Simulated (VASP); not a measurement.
# Sr (P6_3/mmc) in VASP: a series of runs, part 2 of 2

VASP 6.6.1. Earlier steps stand in the parts before.

### Step 5. Relaxation of cell and atoms, revPBE

This run uses another cell than the first one, of 56.32 Å³/atom.

The input, INCAR:

```
SYSTEM = Sr
ALGO = Normal
EDIFF = 1E-6
EDIFFG = -0.01
ENCUT = 600
GGA = RE
IBRION = 2
ISIF = 3
ISMEAR = -1
LASPH = .True.
LCHARG = .False.
LREAL = .False.
LWAVE = .False.
NELM = 100
NSW = 80
PREC = Accurate
SIGMA = 0.1
```

The input, KPOINTS:

```
k-points
0
Gamma
  9 9 3
  0 0 0
```

The input, POSCAR:

```
Sr
1.0
    4.3025266259      0.0000000000      0.0000000000
   -2.1512633129      3.7260973585      0.0000000000
    0.0000000000      0.0000000000     14.0520519602
Sr
4
Direct
    0.0000000000      0.0000000000      0.0000000000
    0.0000000000      0.0000000000      0.5000000000
    0.3333333333      0.6666666667      0.2500000000
    0.6666666667      0.3333333333      0.7500000000
```

Potentials or basis: VASP PAW PBE potentials, release 64 (Sr_sv).

On the command line:

```console
$ cat potpaw_PBE.64/Sr_sv/POTCAR > POTCAR
$ mpirun -np 1 vasp_std > vasp.out
```

OUTCAR:

```text
SYSTEM = Sr
   EDIFF = 1E-6
   EDIFFG = -0.01
   ENCUT = 600
   GGA = RE
   IBRION = 2
   ISIF = 3
   ISMEAR = -1
   LASPH = .True.
   LREAL = .False.
   NELM = 100
   NSW = 80
   PREC = Accurate

 ion  position               nearest neighbor table
   1  0.000  0.000  0.000-   3 4.30   4 4.30   3 4.30   4 4.30   4 4.30   3 4.30
   2  0.000  0.000  0.500-   3 4.30   4 4.30   3 4.30   4 4.30   4 4.30   3 4.30
   3  0.333  0.667  0.250-   1 4.30   2 4.30   1 4.30   2 4.30   1 4.30   2 4.30
   4  0.667  0.333  0.750-   1 4.30   2 4.30   1 4.30   2 4.30   1 4.30   2 4.30

  LATTYP: Found a hexagonal cell.
 ALAT       =     4.3025266259
 C/A-ratio  =     3.2660000000

  Lattice vectors:

 A1 = (   4.3025266259,   0.0000000000,   0.0000000000)
 A2 = (  -2.1512633129,   3.7260973585,   0.0000000000)
 A3 = (   0.0000000000,   0.0000000000,  14.0520519602)

Analysis of symmetry for initial positions (statically):
=====================================================================
 Subroutine PRICEL returns:
 Original cell was already a primitive cell.

 Routine SETGRP: Setting up the symmetry group for a
 hexagonal supercell.

 Subroutine GETGRP returns: Found 24 space group operations
 (whereof 12 operations were pure point group operations)
 out of a pool of 24 trial point group operations.

The static configuration has the point symmetry D_3d.
 The point group associated with its full space group is D_6h.

Analysis of symmetry for dynamics (positions and initial velocities):
=====================================================================
 Subroutine PRICEL returns:
 Original cell was already a primitive cell.

 Routine SETGRP: Setting up the symmetry group for a
 hexagonal supercell.

 Subroutine GETGRP returns: Found 24 space group operations
 (whereof 12 operations were pure point group operations)
 out of a pool of 24 trial point group operations.

The dynamic configuration has the point symmetry D_3d.
 The point group associated with its full space group is D_6h.

 Subroutine INISYM returns: Found 24 space group operations
 (whereof 12 operations are pure point group operations),
 and found     1 'primitive' translations

----------------------------------------------------------------------------------------

                                     Primitive cell

  volume of cell :     225.2773

  direct lattice vectors                    reciprocal lattice vectors
     4.302526626  0.000000000  0.000000000     0.232421572  0.134188657  0.000000000
    -2.151263313  3.726097359  0.000000000     0.000000000  0.268377314  0.000000000
     0.000000000  0.000000000 14.052051960     0.000000000  0.000000000  0.071163984

  length of vectors
     4.302526626  4.302526626 14.052051960     0.268377314  0.268377314  0.071163984

  position of ions in fractional coordinates (direct lattice)
     0.000000000  0.000000000  0.000000000
     0.000000000  0.000000000  0.500000000
     0.333333333  0.666666667  0.250000000
     0.666666667  0.333333333  0.750000000

  ion indices of the primitive-cell ions
   primitive index   ion index
                 1           1
                 2           2
                 3           3
                 4           4

----------------------------------------------------------------------------------------

 KPOINTS: k-points

Automatic generation of k-mesh.
 Grid dimensions read from file:
 generate k-points for:    9    9    3

 Generating k-lattice:

  Cartesian coordinates                     Fractional coordinates (reciprocal lattice)
     0.025824619  0.014909851  0.000000000     0.111111111 -0.000000000  0.000000000
     0.000000000  0.029819702  0.000000000     0.000000000  0.111111111  0.000000000
     0.000000000  0.000000000  0.023721328     0.000000000  0.000000000  0.333333333

  Length of vectors
     0.029819702  0.029819702  0.023721328

  Shift w.r.t. Gamma in fractional coordinates (k-lattice)
     0.000000000  0.000000000  0.000000000

 Subroutine IBZKPT returns following result:
 ===========================================

 Found     24 irreducible k-points:

 Following reciprocal coordinates:
            Coordinates               Weight
  0.000000  0.000000  0.000000      1.000000
  0.111111  0.000000  0.000000      6.000000
  0.222222 -0.000000  0.000000      6.000000
  0.333333  0.000000  0.000000      6.000000
  0.444444 -0.000000  0.000000      6.000000
  0.111111  0.111111  0.000000      6.000000
[... 16 lines left out ...]
  0.333333  0.222222  0.333333     24.000000
  0.333333  0.333333  0.333333      4.000000
   k-points           NKPTS =     24   k-points in BZ     NKDIM =     24   number of bands    NBANDS=     24
   number of dos      NEDOS =    301   number of ions     NIONS =      4
   total plane-waves  NPLWV = 145152
   dimension x,y,z NGX =    36 NGY =   36 NGZ =  112
   dimension x,y,z NGXF=    72 NGYF=   72 NGZF=  224
   ions per type =               4
   NGX,Y,Z   is equivalent  to a cutoff of  13.91, 13.91, 13.25 a.u.
   NGXF,Y,Z  is equivalent  to a cutoff of  27.82, 27.82, 26.50 a.u.
 SYSTEM =  Sr
   PREC   = accura    normal or accurate (medium, high low for compatibility)
   ISTART =      0    job   : 0-new  1-cont  2-samecut
   ICHARG =      2    charge: 1-file 2-atom 10-const
   ISPIN  =      1    spin polarized calculation?
   LNONCOLLINEAR =      F non collinear calculations
   LSORBIT =      F    spin-orbit coupling
   LASPH  =      T    aspherical Exc in radial PAW
   ENCUT  =  600.0 eV  44.10 Ry    6.64 a.u.   8.59  8.59 28.07*2*pi/ulx,y,z
   NELM   =    100;   NELMIN=  2; NELMDL= -5     # of ELM steps
   EDIFF  = 0.1E-05   stopping-criterion for ELM
   LREAL  =      F    real-space projection
   EDIFFG = -.1E-01   stopping-criterion for IOM
   NSW    =     80    number of steps for IOM
   IBRION =      2    ionic relax: 0-MD 1-quasi-New 2-CG
   NFREE  =      1    steps in history (QN), initial steepest desc. (CG)
   ISIF   =      3    stress and relaxation
   ISYM   =      2    0-nonsym 1-usesym 2-fastsym
   POTIM  = 0.5000    time-step for ionic-motion
   TEBEG  =    0.0;   TEEND  =   0.0 temperature during run
   PSTRESS=    0.0 pullay stress
   NELECT =      40.0000    total number of electrons
   NUPDOWN=      -1.0000    fix difference up-down
   EMIN   =  10.00;   EMAX   =-10.00  energy-range for DOS
   EFERMI =   0.00;   METHOD = LEGACY
   ISMEAR =    -1;   SIGMA  =   0.10  broadening in eV -4-tet -1-fermi 0-gaus
   EFERMI_NEDOS =   21; number of points for ismear=-14 and -15
   IALGO  =     38    algorithm
   IMIX   =      4    mixing-type and parameters
     AMIX     =   0.40;   BMIX     =  1.00
     AMIX_MAG =   1.60;   BMIX_MAG =  1.00
  volume/ion in A,a.u.               =      56.32       380.06
  Fermi-wavevector in a.u.,A,eV,Ry     =   0.920144  1.738819 11.519569  0.846664
  Thomas-Fermi vector in A             =   2.045416
   LORBIT       =      0    0 simple, 1 ext, 2 COOP (PROOUT), +10 PAW based schemes
   GGA     = RE    functional components
   LHFCALC =     F    Hartree Fock is set to
   AEXX    =    0.0000 exact exchange contribution
   IVDW    =     0    specifies the selected vdW correction
   LEPSILON=     F    determine dielectric tensor
   LRPA    =     F    only Hartree local field effects (RPA)
 conjugate gradient relaxation of ions
 non-spin polarized calculation
  energy-cutoff  :      600.00
  volume of cell :      225.28
 maximum number of plane-waves:      7565
 NGX is ok and might be reduce to    36
   NGX = 17   NGY = 17   NGZ = 57

--------------------------------------- Ionic step        1  -------------------------------------------

 number of electron      40.0000000 magnetization

 Free energy of the ion-electron system (eV)
  ---------------------------------------------------
  ext. energy  EPLUGINS =         0.00000000
  ---------------------------------------------------
  free energy    TOTEN  =        -5.99679442 eV

  energy without entropy =       -5.80951653  energy(sigma->0) =       -5.90315547

------------------------ aborting loop because EDIFF is reached ----------------------------------------

  FORCE on cell =-STRESS in cart. coord.  units (eV):
  Direction    XX          YY          ZZ          XY          YZ          ZX
  --------------------------------------------------------------------------------------
  -------------------------------------------------------------------------------------
  Total        0.4073889      0.4073889      0.4860143      0.0000000     -0.0000000     -0.0000000
  in kB        2.8973587      2.8973587      3.4565440      0.0000000     -0.0000000     -0.0000000
  external PRESSURE =       3.0837538 kB  Pullay stress =       0.0000000 kB
[... 61 lines left out ...]
  energy  without entropy=       -5.8134736033  energy(sigma->0) =       -5.90755598

--------------------------------------- Ionic step        3  -------------------------------------------

 number of electron      39.9999999 magnetization

 Free energy of the ion-electron system (eV)
  ---------------------------------------------------
  ext. energy  EPLUGINS =         0.00000000
  ---------------------------------------------------
  free energy    TOTEN  =        -6.00267070 eV

  energy without entropy =       -5.81390111  energy(sigma->0) =       -5.90828590

 E-fermi :   1.4698     XC(G=0):  -7.1122

 val. band max:        1.4682020050   @ k =   0.2222  -0.0000   0.0000
 cond. band min:       1.4700685959   @ k =   0.0000   0.0000   0.0000
 fundamental gap:      0.0018665909
 Fermi energy:         1.4697557451

 k-point     1 :       0.0000    0.0000    0.0000
  band No.  band energies     occupation
      1     -35.2608      2.00000
      2     -35.2559      2.00000
      3     -35.2551      2.00000
      4     -35.2502      2.00000
      5     -17.3166      2.00000
      6     -17.2390      2.00000
[... 668 lines left out ...]
  FREE ENERGIE OF THE ION-ELECTRON SYSTEM (eV)
  ---------------------------------------------------
  free  energy   TOTEN  =        -6.0026706978 eV

  energy  without entropy=       -5.8139011108  energy(sigma->0) =       -5.90828590

 reached required accuracy - stopping structural energy minimisation
```

Run time: 9.4 min. Hardware: 1 thread of Intel Xeon 8259CL, shared host; peak memory 0.46 GiB.

Results:

```
Free energy                           : -6.0027 eV
Relaxed volume                        : 57.88 Å³/atom
Relaxed cell                          : a = 4.339 Å, b = 4.339 Å, c = 14.196 Å, α = 90.00°, β = 90.00°, γ = 120.00°
Space group after relaxing (to 0.1 Å) : P6_3/mmc (No. 194)
Energy gained by relaxing             : 1.5 meV/atom
Ionic steps                           : 3
Pressure after relaxing               : 0.0 GPa
Band gap on the k mesh                : zero (bands 20 and 21 overlap by 0.20 eV)
```

The path:
| step | energy change (eV) | largest force (eV/Å) | pressure (GPa) | volume (Å³) |
| --- | --- | --- | --- | --- |
| 1 | 0.0000 | 0.0000 | 0.31 | 225.28 |
| 2 | -0.0048 | 0.0000 | 0.13 | 228.83 |
| 3 | -0.0059 | 0.0000 | 0.00 | 231.51 |

Final structure:
```
Sr
1.0
     4.33946    0.00000    0.00000
    -2.16973    3.75808    0.00000
     0.00000    0.00000   14.19595
Sr
4
Direct
  0.00000 0.00000 0.00000
  0.00000 0.00000 0.50000
  0.33333 0.66667 0.25000
  0.66667 0.33333 0.75000
```

Caveat: the PAW data sets were made with another functional, which shifts forces and pressure a little.

### Step 6. Summary

```csv
task,cell,k mesh,cutoff (eV),gap on the mesh (eV),pressure (GPa)
single point,"a = 4.448, b = 4.448, c = 14.562 Å, angles 90.0, 90.0, 120.0°, 4 atoms",10 × 10 × 3,520,none,-0.7
single point,"a = 4.503, b = 4.503, c = 14.739 Å, angles 90.0, 90.0, 120.0°, 4 atoms",10 × 10 × 3,520,none,-1.0
single point,"a = 4.336, b = 4.336, c = 14.193 Å, angles 90.0, 90.0, 120.0°, 4 atoms",11 × 11 × 3,520,none,0.0
relaxation of cell and atoms,"relaxed from a = 4.303, b = 4.303, c = 14.052 Å, angles 90.0, 90.0, 120.0°, 4 atoms",9 × 9 × 3,600,none,0.0
```

Alike in all rows: level revPBE; potentials or basis VASP PAW PBE potentials, release 64 (Sr_sv); no spin polarisation; smearing fermi-dirac 0.1 eV.

Caveats: the PAW data sets were made with another functional, which shifts forces and pressure a little.

Absolute energies hang on the potentials; compare differences alone.
